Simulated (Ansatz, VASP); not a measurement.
**One calculation of GaP, two programs**

```xyz
2
Lattice="0.0000 2.7533 2.7533 2.7533 0.0000 2.7533 2.7533 2.7533 0.0000" Properties=species:S:1:pos:R:3 pbc="T T T"
Ga    0.0000    0.0000    0.0000
P     1.3767    1.3767    1.3767
```

Alike in both runs: task single point; functional PBE; k mesh 8 × 8 × 8; occupations gaussian, width 0.02 eV; no spin polarisation.

|  | VASP | Ansatz |
| --- | --- | --- |
| version | VASP 6.6.1 | Ansatz 0.2.0 |
| potentials or method | VASP PAW PBE potentials, release 64 (Ga_d, P), cutoff 500 eV | scalar-relativistic, plane waves, PAW |
| valence electrons in the cell | 18 | 18 |

VASP gave:

```
gap on the k mesh at the Fermi level (eV) : 1.57
least direct gap on the mesh (eV)         : 1.57
pressure (GPa)                            : -0.1
```

Question: Estimate Ansatz's values.

Answer: gap on the k mesh at the Fermi level (eV): 1.58; least direct gap on the mesh (eV): 1.58; pressure (GPa): 0.0.
